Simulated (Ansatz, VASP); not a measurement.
# One calculation of LiBe, two programs

The input INCAR:

```
SYSTEM = LiBe
ALGO = Normal ; EDIFF = 1E-6
EDIFFG = -0.04 ; ENCUT = 600
GGA = PE ; IBRION = 2
ISIF = 3 ; ISMEAR = 0
LASPH = .TRUE. ; LCHARG = .FALSE.
LREAL = .FALSE. ; LWAVE = .FALSE.
NELM = 100 ; NSW = 90
PREC = Accurate ; SIGMA = 0.1
```

File KPOINTS:

```
k-points
0
G
  4 6 4
  0 0 0
```

The input POSCAR:

```
LiBe
1.0
    5.5985779181      0.0000000000      0.0000000000
   -1.1757444607      3.7928047663      0.0000000000
    0.3775822813     -2.5051728632      4.5602492472
Li Be
4 4
Direct
    0.4045462854      0.5574957772      0.1961523394
    0.9512372414      0.9871931141      0.9894436502
    0.8237980638      0.6438017977      0.1449846615
    0.7785190101      0.4071248680      0.6494917731
    0.5746396489      0.9652255240      0.4897098427
    0.6593918267      0.1706289637      0.3059143625
    0.0121215695      0.5193760773      0.8879556235
    0.2268848899      0.0721053205      0.3614364519
```

Input for Ansatz:

```yaml
crystal:
  lattice:
    - [5.5985779181, 0.0, 0.0]
    - [-1.1757444607, 3.7928047663, 0.0]
    - [0.3775822813, -2.5051728632, 4.5602492472]
  atoms:
    - { symbol: Li, position: [0.4045462854, 0.5574957772, 0.1961523394] }
    - { symbol: Li, position: [0.9512372414, 0.9871931141, 0.9894436502] }
    - { symbol: Li, position: [0.8237980638, 0.6438017977, 0.1449846615] }
    - { symbol: Li, position: [0.7785190101, 0.407124868, 0.6494917731] }
    - { symbol: Be, position: [0.5746396489, 0.965225524, 0.4897098427] }
    - { symbol: Be, position: [0.6593918267, 0.1706289637, 0.3059143625] }
    - { symbol: Be, position: [0.0121215695, 0.5193760773, 0.8879556235] }
    - { symbol: Be, position: [0.2268848899, 0.0721053205, 0.3614364519] }
basis:
  ecutwfc: 420
kpoints:
  mp_grid: { grid: [4, 6, 4] }
hamiltonian:
  xc: pbe
scf:
  occupations: { method: gaussian, width: 0.1 }
  lower_state_search: "off"
output:
  forces: true
  stress: true
  eigenvalues: true
relax:
  adjacent_minimum: "off"
  f_tol: 0.04
  max_steps: 70
  cell: { stress_tol: 0.4 }
```

Alike in both runs: task relaxation of cell and atoms; functional PBE; k mesh 4 × 6 × 4; occupations gaussian, width 0.1 eV; no spin polarisation.

```csv
,VASP,Ansatz
version,VASP 6.6.1,Ansatz 0.2.0
potentials or method,"VASP PAW PBE potentials, release 64 (Li_sv, Be), cutoff 600 eV","scalar-relativistic, plane waves, PAW"
valence electrons in the cell,20,20
```

```tsv
	VASP	Ansatz	Ansatz less VASP
gap on the k mesh at the Fermi level, each at its own relaxed structure (eV)	none	none	-
relaxed volume (Å³/atom)	11.98	11.36	-0.621
relaxed length of the cell vector where the two differ most in proportion (Å)	4.300	3.882	-0.4183
```

A gap of «none» marks a metal or a gap that the smearing closes. One of these differences is far larger than is usual between the two programs; its cause wasn't traced.

Noted on VASP's run: the cutoff is under 1.25 times that of the potentials, so the pressure is a little rough.
